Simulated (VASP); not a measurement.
# KHCO2 (Cmcm) in VASP: notebook

Runs on KHCO2. Level: LDA. Tasks: single point.

Program: VASP 6.6.1. These are calculated values, not measurements. Logs are shortened: lines on timing, memory, paths and dates and some standing lists are left out, and cuts for length are marked.

### 1 The cell of the first run

It takes space group Cmcm (No. 63, orthorhombic). Conventional cell: a = 5.711 Å, b = 6.513 Å, c = 6.633 Å, α = 90.00°, β = 90.00°, γ = 90.00°. K (site symmetry 2/m) has 8 O at 2.71 to 2.84 Å and 6 C at 3.08 to 3.37 Å and 6 H at 3.25 to 3.33 Å and 2 K at 3.32 Å within 3.6 Å. Within 1.5 Å of H (site symmetry m2m) lie 1 C at 1.12 Å. Within 1.5 Å of C (site symmetry m2m) lie 1 H at 1.12 Å and 2 O at 1.26 Å. Within 1.7 Å of O (site symmetry m) lie 1 C at 1.26 Å.

### 2 Single point, LDA

The input, INCAR:

```
ALGO     = Normal         # electronic algorithm
EDIFF    = 1E-7           # SCF threshold, eV
ENCUT    = 520            # plane-wave cutoff, eV
GGA      = CA             # functional
ISIF     = 2              # what is computed and relaxed
ISMEAR   = 0              # smearing method
LASPH    = True           # aspherical terms in the spheres
LCHARG   = False          # write CHGCAR
LREAL    = False          # projectors in reciprocal space
LWAVE    = False          # write WAVECAR
NBANDS   = 37             # bands
NELM     = 80             # most SCF steps
PREC     = Accurate       # precision mode
SIGMA    = 0.1            # smearing width, eV
```

The input, KPOINTS:

```
k-points
0
Gamma
  4 4 4
```

The input, POSCAR:

```
KHCO2
1.0
    2.8556703958     -3.2562973119      0.0000000000
    2.8556703958      3.2562973119      0.0000000000
    0.0000000000      0.0000000000      6.6326957980
K H C O
2 2 2 4
Direct
    0.0000000000      0.0000000000      0.5000000000
    0.0000000000      0.0000000000      0.0000000000
    0.4288340772      0.5711659228      0.2500000000
    0.5711659228      0.4288340772      0.7500000000
    0.6010654974      0.3989345026      0.2500000000
    0.3989345026      0.6010654974      0.7500000000
    0.4953334567      0.1146711559      0.2500000000
    0.1146711559      0.4953334567      0.7500000000
    0.5046665433      0.8853288441      0.7500000000
    0.8853288441      0.5046665433      0.2500000000
```

Potentials or basis: VASP PAW LDA potentials, release 64 (K_sv, H, C, O).

Command:

```sh
cat potpaw_LDA.64/K_sv/POTCAR potpaw_LDA.64/H/POTCAR potpaw_LDA.64/C/POTCAR potpaw_LDA.64/O/POTCAR > POTCAR
mpirun -np 1 vasp_std > vasp.out
```

OUTCAR:

```text
EDIFF = 1E-7
   ENCUT = 520
   GGA = CA
   ISIF = 2
   ISMEAR = 0
   LASPH = True
   LREAL = False
   NELM = 80
   PREC = Accurate

 ion  position               nearest neighbor table
   1  0.000  0.000  0.500-   7 2.71   8 2.71   9 2.71  10 2.71   9 2.84  10 2.84   8 2.84   7 2.84
                             2 3.32   2 3.32
   2  0.000  0.000  0.000-   7 2.71   8 2.71   9 2.71  10 2.71   9 2.84  10 2.84   8 2.84   7 2.84
                             1 3.32   1 3.32
   3  0.429  0.571  0.250-   5 1.12
   4  0.571  0.429  0.750-   6 1.12
   5  0.601  0.399  0.250-   3 1.12   7 1.26  10 1.26
   6  0.399  0.601  0.750-   4 1.12   8 1.26   9 1.26
   7  0.495  0.115  0.250-   5 1.26   2 2.71   1 2.71   2 2.84   1 2.84
   8  0.115  0.495  0.750-   6 1.26   2 2.71   1 2.71   2 2.84   1 2.84
   9  0.505  0.885  0.750-   6 1.26   2 2.71   1 2.71   1 2.84   2 2.84
  10  0.885  0.505  0.250-   5 1.26   2 2.71   1 2.71   1 2.84   2 2.84

  LATTYP: Found a base centered orthorhombic cell.
 ALAT       =     5.7113407916
 B/A-ratio  =     1.1402917216
 C/A-ratio  =     1.1613202644

  Lattice vectors:

 A1 = (   2.8556703958,  -3.2562973119,   0.0000000000)
 A2 = (   2.8556703958,   3.2562973119,   0.0000000000)
 A3 = (   0.0000000000,   0.0000000000,   6.6326957980)

Analysis of symmetry for initial positions (statically):
=====================================================================
 Subroutine PRICEL returns:
 Original cell was already a primitive cell.

 Routine SETGRP: Setting up the symmetry group for a
 base centered orthorhombic supercell.

 Subroutine GETGRP returns: Found  8 space group operations
 (whereof  4 operations were pure point group operations)
 out of a pool of  8 trial point group operations.

The static configuration has the point symmetry C_2h.
 The point group associated with its full space group is D_2h.

Analysis of symmetry for dynamics (positions and initial velocities):
=====================================================================
 Subroutine PRICEL returns:
 Original cell was already a primitive cell.

 Routine SETGRP: Setting up the symmetry group for a
 base centered orthorhombic supercell.

 Subroutine GETGRP returns: Found  8 space group operations
 (whereof  4 operations were pure point group operations)
 out of a pool of  8 trial point group operations.

The dynamic configuration has the point symmetry C_2h.
 The point group associated with its full space group is D_2h.

 Subroutine INISYM returns: Found  8 space group operations
 (whereof  4 operations are pure point group operations),
 and found     1 'primitive' translations

----------------------------------------------------------------------------------------

                                     Primitive cell

  volume of cell :     123.3537

  direct lattice vectors                    reciprocal lattice vectors
     2.855670396 -3.256297312  0.000000000     0.175090235 -0.153548633  0.000000000
     2.855670396  3.256297312  0.000000000     0.175090235  0.153548633  0.000000000
     0.000000000  0.000000000  6.632695798     0.000000000  0.000000000  0.150768259

  length of vectors
     4.331088269  4.331088269  6.632695798     0.232881457  0.232881457  0.150768259

  position of ions in fractional coordinates (direct lattice)
     0.000000000  0.000000000  0.500000000
     0.000000000  0.000000000  0.000000000
     0.428834077  0.571165923  0.250000000
     0.571165923  0.428834077  0.750000000
     0.601065497  0.398934503  0.250000000
     0.398934503  0.601065497  0.750000000
     0.495333457  0.114671156  0.250000000
     0.114671156  0.495333457  0.750000000
     0.504666543  0.885328844  0.750000000
     0.885328844  0.504666543  0.250000000

  ion indices of the primitive-cell ions
   primitive index   ion index
                 1           1
                 2           2
                 3           3
                 4           4
                 5           5
                 6           6
                 7           7
                 8           8
[... 49 lines left out ...]
   IVDW    =     0    specifies the selected vdW correction
   LEPSILON=     F    determine dielectric tensor
   LRPA    =     F    only Hartree local field effects (RPA)
 non-spin polarized calculation
 Gauss-broadening in eV      SIGMA  =   0.10
  energy-cutoff  :      520.00
  volume of cell :      123.35
 maximum number of plane-waves:      3370
   NGX = 17   NGY = 17   NGZ = 25

 number of electron      51.9999999 magnetization

 Free energy of the ion-electron system (eV)
  ---------------------------------------------------
  ext. energy  EPLUGINS =         0.00000000
  ---------------------------------------------------
  free energy    TOTEN  =       -65.13808236 eV

  energy without entropy =      -65.13808236  energy(sigma->0) =      -65.13808236

 E-fermi :  -0.2269     XC(G=0):  -9.5631

 val. band max:       -0.6511420389   @ k =   0.5000   0.5000   0.0000
 cond. band min:       3.1896050207   @ k =   0.5000   0.5000   0.0000
 fundamental gap:      3.8407470597
 Fermi energy:        -0.2269454434

 k-point     1 :       0.0000    0.0000    0.0000
  band No.  band energies     occupation
      1     -27.7602      2.00000
      2     -27.6447      2.00000
      3     -21.3373      2.00000
      4     -21.3343      2.00000
      5     -18.8952      2.00000
      6     -18.8697      2.00000
[... 29 lines left out ...]
     36       9.6851      0.00000
     37      10.1064      0.00000

 k-point     2 :       0.2500    0.0000    0.0000
  band No.  band energies     occupation
      1     -27.7529      2.00000
      2     -27.6417      2.00000
      3     -21.3357      2.00000
      4     -21.3023      2.00000
      5     -18.9338      2.00000
      6     -18.8947      2.00000
[... 29 lines left out ...]
     36       9.3426      0.00000
     37       9.7854      0.00000
[... 718 lines left out ...]
     36       8.8428      0.00000
     37      10.2050      0.00000

 k-point    21 :       0.5000    0.5000    0.5000
  band No.  band energies     occupation
      1     -27.6835      2.00000
      2     -27.6835      2.00000
      3     -21.2678      2.00000
      4     -21.2678      2.00000
      5     -18.9897      2.00000
      6     -18.9897      2.00000
[... 29 lines left out ...]
     36       9.3027      0.00000
     37      10.3665      0.00000

------------------------ aborting loop because EDIFF is reached ----------------------------------------

  FORCE on cell =-STRESS in cart. coord.  units (eV):
  Direction    XX          YY          ZZ          XY          YZ          ZX
  --------------------------------------------------------------------------------------
  -------------------------------------------------------------------------------------
  Total        1.7774705      0.5957026      0.1023958      0.0000000     -0.0000000      0.0000000
  in kB       23.0866421      7.7372727      1.3299658      0.0000000     -0.0000000      0.0000000
  external PRESSURE =      10.7179602 kB  Pullay stress =       0.0000000 kB

 VOLUME and BASIS-vectors are now :
 -----------------------------------------------------------------------------
  energy-cutoff  :      520.00
  volume of cell :      123.35
      direct lattice vectors                 reciprocal lattice vectors
     2.855670396 -3.256297312  0.000000000     0.175090235 -0.153548633  0.000000000
     2.855670396  3.256297312  0.000000000     0.175090235  0.153548633  0.000000000
     0.000000000  0.000000000  6.632695798     0.000000000  0.000000000  0.150768259

 POSITION                                       TOTAL-FORCE (eV/Angst)
 -----------------------------------------------------------------------------------
      0.00000      0.00000      3.31635         0.000000      0.000000      0.000000
      0.00000      0.00000      0.00000         0.000000      0.000000      0.000000
      2.85567      0.46347      1.65817         0.000000      0.014905     -0.000000
      2.85567     -0.46347      4.97452         0.000000     -0.014905      0.000000
      2.85567     -0.65820      1.65817         0.000000      0.374376      0.000000
      2.85567      0.65820      4.97452         0.000000     -0.374376      0.000000
      1.74197     -1.23955      1.65817        -0.359179     -0.188239      0.000000
      1.74197      1.23955      4.97452        -0.359179      0.188239      0.000000
      3.96937      1.23955      4.97452         0.359179      0.188239      0.000000
      3.96937     -1.23955      1.65817         0.359179     -0.188239      0.000000
 -----------------------------------------------------------------------------------
    total drift:                               -0.000000     -0.000000     -0.000000

  FREE ENERGIE OF THE ION-ELECTRON SYSTEM (eV)
  ---------------------------------------------------
  free  energy   TOTEN  =       -65.1380823644 eV

  energy  without entropy=      -65.1380823644  energy(sigma->0) =      -65.13808236
```

It took 38 s on 1 thread of AMD EPYC 9R45 (Zen 5), shared host; peak memory 0.2 GiB.

What came out:

* Free energy: -65.1381 eV
* Pressure: 1.1 GPa
* Largest force: 0.406 eV/Å
* Band gap on the k mesh: 3.84 eV

Forces on the atoms (eV/Å):
```
K    0.000  0.000  0.000
K    0.000  0.000  0.000
H    0.000  0.015  0.000
H    0.000 -0.015  0.000
C    0.000  0.374  0.000
C    0.000 -0.374  0.000
O   -0.359 -0.188  0.000
O   -0.359  0.188  0.000
O    0.359  0.188  0.000
O    0.359 -0.188  0.000
```

A k mesh can miss the band edges.

### 3 Single point, LDA

This run uses another cell than the first one, of 14.54 Å³/atom.

The input, INCAR:

```
SYSTEM = KHCO2
  ALGO = Normal
  EDIFF = 1E-6
  ENCUT = 520
  GGA = CA
  ISIF = 2
  ISMEAR = 0
  LASPH = .True.
  LCHARG = .True.
  LELF = .True.
  LREAL = .False.
  LVHAR = .True.
  LWAVE = .False.
  NBANDS = 37
  NELM = 60
  PREC = Accurate
  SIGMA = 0.1
```

The input, KPOINTS:

```
k-points
0
Gamma
  4 4 4
  0 0 0
```

The input, POSCAR:

```
KHCO2
1.0
    2.9655970000     -3.4755830000      0.0000000000
    2.9655970000      3.4755830000      0.0000000000
    0.0000000000      0.0000000000      7.0518300000
K H C O
2 2 2 4
Direct
    0.0000000000      0.0000000000      0.5000000000
    0.0000000000      0.0000000000      0.0000000000
    0.4416020000      0.5583980000      0.2500000000
    0.5583980000      0.4416020000      0.7500000000
    0.6018360000      0.3981640000      0.2500000000
    0.3981640000      0.6018360000      0.7500000000
    0.4947400000      0.1233760000      0.2500000000
    0.1233760000      0.4947400000      0.7500000000
    0.5052600000      0.8766240000      0.7500000000
    0.8766240000      0.5052600000      0.2500000000
```

Potentials or basis: VASP PAW LDA potentials, release 64 (K_sv, H, C, O).

Command:

```sh
cat potpaw_LDA.64/K_sv/POTCAR potpaw_LDA.64/H/POTCAR potpaw_LDA.64/C/POTCAR potpaw_LDA.64/O/POTCAR > POTCAR
mpirun -np 1 vasp_std > vasp.out
```

Wall time 56 s (1 thread of AMD EPYC 9R45 (Zen 5), shared host); peak memory 0.23 GiB.

Results (log left out):

| Item | Value |
| --- | --- |
| Free energy | -64.9063 eV |
| Pressure | -4.1 GPa |
| Largest force | 0.828 eV/Å |
| Band gap on the k mesh | 4.12 eV |

Forces in eV/Å, atoms in the order of the input:
```
K    0.000  0.000  0.000
K    0.000  0.000  0.000
H    0.000  0.281  0.000
H    0.000 -0.281  0.000
C    0.000 -0.828  0.000
C    0.000  0.828  0.000
O    0.588  0.268  0.000
O    0.588 -0.268  0.000
O   -0.588 -0.268  0.000
O   -0.588  0.268  0.000
```

Stress tensor (GPa, compression positive):
```
-6.28  0.00  0.00
 0.00 -3.28  0.00
 0.00  0.00 -2.80
```

Levels at points of the mesh, in eV from the valence-band top:
```csv
k point,band 24,band 25,band 26,band 27,band 28,band 29
"(0.00, 0.00, 0.00)",-0.70,-0.52,-0.48,4.84,5.61,5.67
"(0.50, 0.00, 0.00)",-0.47,-0.35,-0.24,4.63,5.29,6.29
"(0.50, 0.50, 0.00)",-0.26,-0.15,0.00,4.12,5.08,6.65
"(0.00, 0.00, 0.50)",-0.63,-0.59,-0.59,5.24,5.24,6.28
"(0.50, 0.00, 0.50)",-0.60,-0.30,-0.30,4.83,4.83,7.13
"(0.50, 0.50, 0.50)",-0.20,-0.14,-0.14,4.40,4.40,7.13
```

Caveat: the cell stands under tension.

### 4 Single point, LDA

This run uses another cell than the first one, of 12.39 Å³/atom.

The input, INCAR:

```
SYSTEM = KHCO2
PREC = Accurate
ENCUT = 520
EDIFF = 1E-7
ISMEAR = 0
SIGMA = 0.02
LREAL = .False.
LASPH = .True.
NELM = 80
ALGO = Normal
ISIF = 2
LWAVE = .False.
LCHARG = .False.
NBANDS = 37
```

The input, KPOINTS:

```
regular mesh
0
Gamma
  6 6 4
  0 0 0
```

The input, POSCAR:

```
KHCO2
1.0
    2.8642049560     -3.2593785823      0.0000000000
    2.8642049560      3.2593785823      0.0000000000
    0.0000000000      0.0000000000      6.6363914203
K H C O
2 2 2 4
Direct
    0.0000000000      0.0000000000      0.5000000000
    0.0000000000      0.0000000000      0.0000000000
    0.4284245888      0.5715754112      0.2500000000
    0.5715754112      0.4284245888      0.7500000000
    0.6004474161      0.3995525839      0.2500000000
    0.3995525839      0.6004474161      0.7500000000
    0.4952743714      0.1159586829      0.2500000000
    0.1159586829      0.4952743714      0.7500000000
    0.5047256286      0.8840413171      0.7500000000
    0.8840413171      0.5047256286      0.2500000000
```

Command:

```sh
cat potpaw_LDA.64/K_sv/POTCAR potpaw_LDA.64/H/POTCAR potpaw_LDA.64/C/POTCAR potpaw_LDA.64/O/POTCAR > POTCAR
mpirun -np 1 vasp_std > vasp.out
```

It took 96 s on 1 thread of AMD EPYC 9R45 (Zen 5), shared host; peak memory 0.25 GiB.

Results (log left out):

- Free energy: -65.1393 eV
- Pressure: 0.9 GPa
- Largest force: 0.419 eV/Å
- Band gap on the k mesh: 3.87 eV

Forces in eV/Å, atoms in the order of the input:
```
K    0.000  0.000  0.000
K    0.000  0.000  0.000
H    0.000  0.027  0.000
H    0.000 -0.027  0.000
C    0.000  0.357  0.000
C    0.000 -0.357  0.000
O   -0.376 -0.186  0.000
O   -0.376  0.186  0.000
O    0.376  0.186  0.000
O    0.376 -0.186  0.000
```

Stress tensor (GPa, compression positive):
```
2.16 0.00 0.00
0.00 0.64 0.00
0.00 0.00 0.02
```

Levels at points of the mesh, in eV from the valence-band top:
```csv
k point,band 23,band 24,band 25,band 26,band 27,band 28,band 29,band 30
"(0.00, 0.00, 0.00)",-1.05,-1.03,-0.73,-0.67,4.79,5.85,6.24,7.30
"(0.50, 0.00, 0.00)",-1.08,-0.61,-0.59,-0.39,4.50,5.37,6.74,8.01
"(0.50, 0.50, 0.00)",-0.45,-0.43,-0.28,0.00,3.87,5.13,6.94,7.11
"(0.00, 0.00, 0.50)",-0.88,-0.88,-0.85,-0.85,5.30,5.30,6.86,6.86
"(0.50, 0.00, 0.50)",-0.78,-0.78,-0.49,-0.49,4.77,4.77,7.61,7.61
"(0.50, 0.50, 0.50)",-0.36,-0.36,-0.21,-0.21,4.23,4.23,7.55,7.55
```

A k mesh can miss the band edges.

### 5 Single point, LDA

This run uses another cell than the first one, of 12.39 Å³/atom.

The input, INCAR:

```
SYSTEM = KHCO2
PREC     = Accurate       ! precision mode
ENCUT    = 520            ! plane-wave cutoff, eV
EDIFF    = 1E-6           ! SCF threshold, eV
ISMEAR   = 0              ! smearing method
SIGMA    = 0.01           ! smearing width, eV
LREAL    = .False.        ! projectors in reciprocal space
LASPH    = .True.         ! aspherical terms in the spheres
NELM     = 80             ! most SCF steps
ALGO     = Normal         ! electronic algorithm
ISIF     = 2              ! what is computed and relaxed
LWAVE    = .False.        ! write WAVECAR
LCHARG   = .False.        ! write CHGCAR
GGA      = CA             ! functional
NBANDS   = 37             ! bands
```

KPOINTS is that of step 4.

The input, POSCAR:

```
KHCO2
1.0
    2.8628181923     -3.2607261656      0.0000000000
    2.8628181923      3.2607261656      0.0000000000
    0.0000000000      0.0000000000      6.6383521961
K H C O
2 2 2 4
Direct
    0.0000000000      0.0000000000      0.5000000000
    0.0000000000      0.0000000000      0.0000000000
    0.4285949148      0.5714050852      0.2500000000
    0.5714050852      0.4285949148      0.7500000000
    0.6005457731      0.3994542269      0.2500000000
    0.3994542269      0.6005457731      0.7500000000
    0.4952432021      0.1158031591      0.2500000000
    0.1158031591      0.4952432021      0.7500000000
    0.5047567979      0.8841968409      0.7500000000
    0.8841968409      0.5047567979      0.2500000000
```

Command:

```sh
cat potpaw_LDA.64/K_sv/POTCAR potpaw_LDA.64/H/POTCAR potpaw_LDA.64/C/POTCAR potpaw_LDA.64/O/POTCAR > POTCAR
mpirun -np 1 vasp_std > vasp.out
```

It took 89 s on 1 thread of AMD EPYC 9R45 (Zen 5), shared host; peak memory 0.24 GiB.

Results (log left out):

- Free energy: -65.1393 eV
- Pressure: 0.9 GPa
- Largest force: 0.419 eV/Å
- Band gap on the k mesh: 3.87 eV

Forces on the atoms (eV/Å):
```
K    0.000  0.000  0.000
K    0.000  0.000  0.000
H    0.000  0.027  0.000
H    0.000 -0.027  0.000
C    0.000  0.356  0.000
C    0.000 -0.356  0.000
O   -0.375 -0.187  0.000
O   -0.375  0.187  0.000
O    0.375  0.187  0.000
O    0.375 -0.187  0.000
```

Stress tensor (GPa, compression positive):
```
2.18 0.00 0.00
0.00 0.63 0.00
0.00 0.00 0.02
```

Levels at points of the mesh, in eV from the valence-band top:
```
           k point  band 22  band 23  band 24  band 25  band 26  band 27  band 28  band 29  band 30  band 31
(0.00, 0.00, 0.00)    -1.10    -1.05    -1.03    -0.73    -0.67     4.79     5.85     6.23     7.30     7.84
(0.50, 0.00, 0.00)    -1.23    -1.08    -0.61    -0.59    -0.39     4.50     5.37     6.74     8.02     8.04
(0.50, 0.50, 0.00)    -1.15    -0.45    -0.43    -0.28     0.00     3.87     5.13     6.94     7.11     8.11
(0.00, 0.00, 0.50)    -1.37    -0.88    -0.88    -0.85    -0.85     5.30     5.30     6.85     6.85     8.74
(0.50, 0.00, 0.50)    -1.47    -0.79    -0.79    -0.49    -0.49     4.77     4.77     7.60     7.60     8.59
(0.50, 0.50, 0.50)    -1.37    -0.36    -0.36    -0.21    -0.21     4.23     4.23     7.55     7.55     8.66
```

A k mesh can miss the band edges.

### 6 The runs side by side

| cell | k mesh | smearing | gap on the mesh (eV) | pressure (GPa) | largest force (eV/Å) |
| --- | --- | --- | --- | --- | --- |
| a = 4.331, b = 4.331, c = 6.633 Å, angles 90.0, 90.0, 97.5°, 10 atoms, atomic positions A | 4 × 4 × 4 | gaussian 0.1 eV | 3.84 | 1.1 | 0.41 |
| a = 4.569, b = 4.569, c = 7.052 Å, angles 90.0, 90.0, 99.1°, 10 atoms, atomic positions B | 4 × 4 × 4 | gaussian 0.1 eV | 4.12 | -4.1 | 0.83 |
| a = 4.339, b = 4.339, c = 6.636 Å, angles 90.0, 90.0, 97.4°, 10 atoms, atomic positions C | 6 × 6 × 4 | gaussian 0.02 eV | 3.87 | 0.9 | 0.42 |
| a = 4.339, b = 4.339, c = 6.638 Å, angles 90.0, 90.0, 97.4°, 10 atoms, atomic positions D | 6 × 6 × 4 | gaussian 0.01 eV | 3.87 | 0.9 | 0.42 |

Alike in all rows: task single point; level LDA; potentials or basis VASP PAW LDA potentials, release 64 (K_sv, H, C, O); no spin polarisation; cutoff (eV) 520.

Caveats: the cell stands under tension (at least some runs).

Absolute energies hang on the potentials; compare differences alone.
